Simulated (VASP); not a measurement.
# SnO2 (Pnnm) in VASP: single point with LDA

Aim: the single point of SnO2 with LDA.

Program: VASP 6.6.1. These are calculated values, not measurements. Logs are shortened: lines on timing, memory, paths and dates and some standing lists are left out, and cuts for length are marked.

### 1 The cell of the first run

The typed cell holds 6 atoms: a = 4.720 Å, b = 4.721 Å, c = 3.189 Å, α = 90.00°, β = 90.00°, γ = 90.00°.

### 2 Single point, LDA (11.84 Å³/atom)

Input file INCAR:

```
SYSTEM = SnO2
  PREC = Accurate
  ENCUT = 520
  EDIFF = 1E-6
  ISMEAR = 0
  SIGMA = 0.05
  LREAL = .False.
  LASPH = .True.
  NELM = 100
  ALGO = Normal
  ISIF = 2
  LWAVE = .False.
  LCHARG = .False.
  NBANDS = 35
```

Input file KPOINTS:

```
regular mesh
0
Gamma
  6 6 10
  0 0 0
```

Input file POSCAR:

```
SnO2
1.0
    4.7201335214      0.0000000000      0.0000000000
    0.0000000000      4.7206343117      0.0000000000
    0.0000000000      0.0000000000      3.1888226872
Sn O
2 4
Direct
    0.5000000000      0.5000000000      0.5000000000
    0.0000000000      0.0000000000      0.0000000000
    0.3059920358      0.3061675029      0.0000000000
    0.8059920358      0.1938324971      0.5000000000
    0.1940079642      0.8061675029      0.5000000000
    0.6940079642      0.6938324971      0.0000000000
```

Potentials or basis: VASP PAW LDA potentials, release 64 (Sn_d, O).

The run is started by

```sh
> cat potpaw_LDA.64/Sn_d/POTCAR potpaw_LDA.64/O/POTCAR > POTCAR
> mpirun -np 1 vasp_std > vasp.out
```

OUTCAR:

```text
SYSTEM = SnO2
   PREC = Accurate
   ENCUT = 520
   EDIFF = 1E-6
   ISMEAR = 0
   LREAL = .False.
   LASPH = .True.
   NELM = 100
   ISIF = 2

 ion  position               nearest neighbor table
   1  0.500  0.500  0.500-   4 2.04   5 2.04   3 2.05   6 2.05   3 2.05   6 2.05   2 3.70   2 3.70
                             2 3.70   2 3.70   2 3.70   2 3.70   2 3.70   2 3.70
   2  0.000  0.000  0.000-   3 2.04   6 2.04   5 2.05   4 2.05   4 2.05   5 2.05   1 3.70   1 3.70
                             1 3.70   1 3.70   1 3.70   1 3.70   1 3.70   1 3.70
   3  0.306  0.306  0.000-   2 2.04   1 2.05   1 2.05
   4  0.806  0.194  0.500-   1 2.04   2 2.05   2 2.05
   5  0.194  0.806  0.500-   1 2.04   2 2.05   2 2.05
   6  0.694  0.694  0.000-   2 2.04   1 2.05   1 2.05

  LATTYP: Found a simple orthorhombic cell.
 ALAT       =     3.1888226872
 B/A-ratio  =     1.4802119730
 C/A-ratio  =     1.4803690185

  Lattice vectors:

 A1 = (   0.0000000000,   0.0000000000,   3.1888226872)
 A2 = (   4.7201335214,   0.0000000000,   0.0000000000)
 A3 = (   0.0000000000,   4.7206343117,   0.0000000000)

Analysis of symmetry for initial positions (statically):
=====================================================================
 Subroutine PRICEL returns:
 Original cell was already a primitive cell.

 Routine SETGRP: Setting up the symmetry group for a
 simple orthorhombic supercell.

 Subroutine GETGRP returns: Found  8 space group operations
 (whereof  4 operations were pure point group operations)
 out of a pool of  8 trial point group operations.

The static configuration has the point symmetry C_2h.
 The point group associated with its full space group is D_2h.

Analysis of symmetry for dynamics (positions and initial velocities):
=====================================================================
 Subroutine PRICEL returns:
 Original cell was already a primitive cell.

 Routine SETGRP: Setting up the symmetry group for a
 simple orthorhombic supercell.

 Subroutine GETGRP returns: Found  8 space group operations
 (whereof  4 operations were pure point group operations)
 out of a pool of  8 trial point group operations.

The dynamic configuration has the point symmetry C_2h.
 The point group associated with its full space group is D_2h.

 Subroutine INISYM returns: Found  8 space group operations
 (whereof  4 operations are pure point group operations),
 and found     1 'primitive' translations

----------------------------------------------------------------------------------------

                                     Primitive cell

  volume of cell :      71.0534

  direct lattice vectors                    reciprocal lattice vectors
     4.720133521  0.000000000  0.000000000     0.211858414  0.000000000  0.000000000
     0.000000000  4.720634312  0.000000000     0.000000000  0.211835939  0.000000000
     0.000000000  0.000000000  3.188822687     0.000000000  0.000000000  0.313595360

  length of vectors
     4.720133521  4.720634312  3.188822687     0.211858414  0.211835939  0.313595360

  position of ions in fractional coordinates (direct lattice)
     0.500000000  0.500000000  0.500000000
     0.000000000  0.000000000  0.000000000
     0.305992036  0.306167503  0.000000000
     0.805992036  0.193832497  0.500000000
     0.194007964  0.806167503  0.500000000
     0.694007964  0.693832497  0.000000000

  ion indices of the primitive-cell ions
   primitive index   ion index
                 1           1
                 2           2
                 3           3
                 4           4
                 5           5
                 6           6

----------------------------------------------------------------------------------------

 KPOINTS: regular mesh

Automatic generation of k-mesh.
 Grid dimensions read from file:
 generate k-points for:    6    6   10

 Generating k-lattice:

  Cartesian coordinates                     Fractional coordinates (reciprocal lattice)
     0.035309736  0.000000000  0.000000000     0.166666667  0.000000000  0.000000000
     0.000000000  0.035305990  0.000000000     0.000000000  0.166666667  0.000000000
     0.000000000  0.000000000  0.031359536     0.000000000  0.000000000  0.100000000

  Length of vectors
     0.035309736  0.035305990  0.031359536

  Shift w.r.t. Gamma in fractional coordinates (k-lattice)
     0.000000000  0.000000000  0.000000000

 Subroutine IBZKPT returns following result:
 ===========================================

 Found     96 irreducible k-points:

 Following reciprocal coordinates:
            Coordinates               Weight
  0.000000  0.000000  0.000000      1.000000
  0.166667  0.000000  0.000000      2.000000
  0.333333  0.000000  0.000000      2.000000
  0.500000  0.000000  0.000000      1.000000
  0.000000  0.166667  0.000000      2.000000
  0.166667  0.166667  0.000000      4.000000
[... 16 lines left out ...]
  0.333333  0.166667  0.100000      8.000000
  0.500000  0.166667  0.100000      4.000000
 [... further k-points ...]
   k-points           NKPTS =     96   k-points in BZ     NKDIM =     96   number of bands    NBANDS=     35
   number of dos      NEDOS =    301   number of ions     NIONS =      6
   total plane-waves  NPLWV =  31104
   dimension x,y,z NGX =    36 NGY =   36 NGZ =   24
   dimension x,y,z NGXF=    72 NGYF=   72 NGZF=   48
   ions per type =               2   4
   NGX,Y,Z   is equivalent  to a cutoff of  12.68, 12.68, 12.51 a.u.
   NGXF,Y,Z  is equivalent  to a cutoff of  25.36, 25.36, 25.02 a.u.
 SYSTEM =  SnO2
   PREC   = accura    normal or accurate (medium, high low for compatibility)
   ISTART =      0    job   : 0-new  1-cont  2-samecut
   ICHARG =      2    charge: 1-file 2-atom 10-const
   ISPIN  =      1    spin polarized calculation?
   LNONCOLLINEAR =      F non collinear calculations
   LSORBIT =      F    spin-orbit coupling
   LASPH  =      T    aspherical Exc in radial PAW
   ENCUT  =  520.0 eV  38.22 Ry    6.18 a.u.   8.78  8.78  5.93*2*pi/ulx,y,z
   NELM   =    100;   NELMIN=  2; NELMDL= -5     # of ELM steps
   EDIFF  = 0.1E-05   stopping-criterion for ELM
   LREAL  =      F    real-space projection
   EDIFFG = 0.1E-04   stopping-criterion for IOM
   NSW    =      0    number of steps for IOM
   IBRION =     -1    ionic relax: 0-MD 1-quasi-New 2-CG
   NFREE  =      0    steps in history (QN), initial steepest desc. (CG)
   ISIF   =      2    stress and relaxation
   ISYM   =      2    0-nonsym 1-usesym 2-fastsym
   POTIM  = 0.5000    time-step for ionic-motion
   TEBEG  =    0.0;   TEEND  =   0.0 temperature during run
   PSTRESS=    0.0 pullay stress
   NELECT =      52.0000    total number of electrons
   NUPDOWN=      -1.0000    fix difference up-down
   EMIN   =  10.00;   EMAX   =-10.00  energy-range for DOS
   EFERMI =   0.00;   METHOD = LEGACY
   ISMEAR =     0;   SIGMA  =   0.05  broadening in eV -4-tet -1-fermi 0-gaus
   EFERMI_NEDOS =   21; number of points for ismear=-14 and -15
   IALGO  =     38    algorithm
   IMIX   =      4    mixing-type and parameters
     AMIX     =   0.40;   BMIX     =  1.00
     AMIX_MAG =   1.60;   BMIX_MAG =  1.00
  volume/ion in A,a.u.               =      11.84        79.92
  Fermi-wavevector in a.u.,A,eV,Ry     =   1.475302  2.787917 29.613299  2.176516
  Thomas-Fermi vector in A             =   2.589968
   LORBIT       =      0    0 simple, 1 ext, 2 COOP (PROOUT), +10 PAW based schemes
   GGA     = CA    functional components
   LHFCALC =     F    Hartree Fock is set to
   AEXX    =    0.0000 exact exchange contribution
   IVDW    =     0    specifies the selected vdW correction
   LEPSILON=     F    determine dielectric tensor
   LRPA    =     F    only Hartree local field effects (RPA)
 non-spin polarized calculation
 Gauss-broadening in eV      SIGMA  =   0.05
  energy-cutoff  :      520.00
  volume of cell :       71.05
 maximum number of plane-waves:      1932
 NGX is ok and might be reduce to    36
   NGX = 17   NGY = 17   NGZ = 11

 number of electron      51.9999987 magnetization

 Free energy of the ion-electron system (eV)
  ---------------------------------------------------
  ext. energy  EPLUGINS =         0.00000000
  ---------------------------------------------------
  free energy    TOTEN  =       -42.27902699 eV

  energy without entropy =      -42.27902699  energy(sigma->0) =      -42.27902699

 E-fermi :   6.1543     XC(G=0): -11.8380

 val. band max:        5.9503355037   @ k =   0.0000   0.0000   0.0000
 cond. band min:       7.1626824110   @ k =   0.0000   0.0000   0.0000
 fundamental gap:      1.2123469073
 Fermi energy:         6.1543045569

 k-point     1 :       0.0000    0.0000    0.0000
  band No.  band energies     occupation
      1     -15.0699      2.00000
      2     -14.2872      2.00000
      3     -14.0096      2.00000
      4     -13.9906      2.00000
      5     -13.9906      2.00000
      6     -13.9127      2.00000
[... 27 lines left out ...]
     34      17.9367      0.00000
     35      18.3413      0.00000

 k-point     2 :       0.1667    0.0000    0.0000
  band No.  band energies     occupation
      1     -15.0269      2.00000
      2     -14.3362      2.00000
      3     -14.0093      2.00000
      4     -13.9886      2.00000
      5     -13.9885      2.00000
      6     -13.9483      2.00000
[... 27 lines left out ...]
     34      17.9202      0.00000
     35      18.2971      0.00000

 k-point     3 :       0.3333    0.0000    0.0000
  band No.  band energies     occupation
      1     -14.9020      2.00000
      2     -14.4957      2.00000
      3     -14.0082      2.00000
      4     -13.9909      2.00000
      5     -13.9844      2.00000
      6     -13.9842      2.00000
[... 27 lines left out ...]
     34      17.9739      0.00000
     35      18.2366      0.00000

 k-point     4 :       0.5000    0.0000    0.0000
  band No.  band energies     occupation
      1     -14.7112      2.00000
      2     -14.7112      2.00000
      3     -14.0049      2.00000
      4     -14.0049      2.00000
      5     -13.9821      2.00000
      6     -13.9821      2.00000
[... 27 lines left out ...]
     34      18.1416      0.00000
     35      18.3072      0.00000

 k-point     5 :       0.0000    0.1667    0.0000
  band No.  band energies     occupation
      1     -15.0269      2.00000
      2     -14.3362      2.00000
      3     -14.0093      2.00000
      4     -13.9886      2.00000
      5     -13.9885      2.00000
      6     -13.9483      2.00000
[... 638 lines left out ...]
 k-point    22 :       0.1667    0.1667    0.1000
  band No.  band energies     occupation
      1     -14.9494      2.00000
      2     -14.3589      2.00000
      3     -14.1064      2.00000
      4     -14.0903      2.00000
      5     -13.9821      2.00000
      6     -13.9182      2.00000
[... 27 lines left out ...]
     34      17.8867      0.00000
     35      18.1964      0.00000

 k-point    23 :       0.3333    0.1667    0.1000
  band No.  band energies     occupation
      1     -14.8548      2.00000
      2     -14.5208      2.00000
      3     -14.1062      2.00000
      4     -14.0946      2.00000
      5     -13.9700      2.00000
      6     -13.9288      2.00000
[... 27 lines left out ...]
     34      17.9472      0.00000
     35      18.1376      0.00000

 k-point    24 :       0.5000    0.1667    0.1000
  band No.  band energies     occupation
      1     -14.7039      2.00000
      2     -14.7039      2.00000
      3     -14.1012      2.00000
      4     -14.1012      2.00000
      5     -13.9493      2.00000
      6     -13.9493      2.00000
[... 27 lines left out ...]
     34      18.0440      0.00000
     35      18.2855      0.00000

 [... further k-points ...]
[... 5 lines left out ...]
  --------------------------------------------------------------------------------------
  -------------------------------------------------------------------------------------
  Total        0.5296181      0.5288990      0.7791135      0.0000000      0.0000000      0.0000000
  in kB       11.9423118     11.9260963     17.5681601      0.0000000      0.0000000      0.0000000
  external PRESSURE =      13.8121894 kB  Pullay stress =       0.0000000 kB

 VOLUME and BASIS-vectors are now :
 -----------------------------------------------------------------------------
  energy-cutoff  :      520.00
  volume of cell :       71.05
      direct lattice vectors                 reciprocal lattice vectors
     4.720133521  0.000000000  0.000000000     0.211858414  0.000000000  0.000000000
     0.000000000  4.720634312  0.000000000     0.000000000  0.211835939  0.000000000
     0.000000000  0.000000000  3.188822687     0.000000000  0.000000000  0.313595360

 POSITION                                       TOTAL-FORCE (eV/Angst)
 -----------------------------------------------------------------------------------
      2.36007      2.36032      1.59441        -0.000000     -0.000000      0.000000
      0.00000      0.00000      0.00000        -0.000000     -0.000000      0.000000
      1.44432      1.44530      0.00000        -0.019451     -0.019792      0.000000
      3.80439      0.91501      1.59441        -0.019451      0.019792      0.000000
      0.91574      3.80562      1.59441         0.019451     -0.019792     -0.000000
      3.27581      3.27533      0.00000         0.019451      0.019792     -0.000000
 -----------------------------------------------------------------------------------
    total drift:                                0.000000     -0.000000      0.000000

  FREE ENERGIE OF THE ION-ELECTRON SYSTEM (eV)
  ---------------------------------------------------
  free  energy   TOTEN  =       -42.2790269911 eV

  energy  without entropy=      -42.2790269911  energy(sigma->0) =      -42.27902699
```

It took 2.5 min on 1 thread of AMD EPYC 7R13 (Zen 3), shared host; peak memory 0.25 GiB.

Results:

```
Free energy            : -42.2790 eV
Pressure               : 1.4 GPa
Largest force          : 0.028 eV/Å
Band gap on the k mesh : 1.21 eV
```

Forces on the atoms (eV/Å):
```
Sn   0.000  0.000  0.000
Sn   0.000  0.000  0.000
O   -0.019 -0.020  0.000
O   -0.019  0.020  0.000
O    0.019 -0.020  0.000
O    0.019  0.020  0.000
```

Caveat: spin-orbit coupling is left out, which moves the levels of the heavy elements.
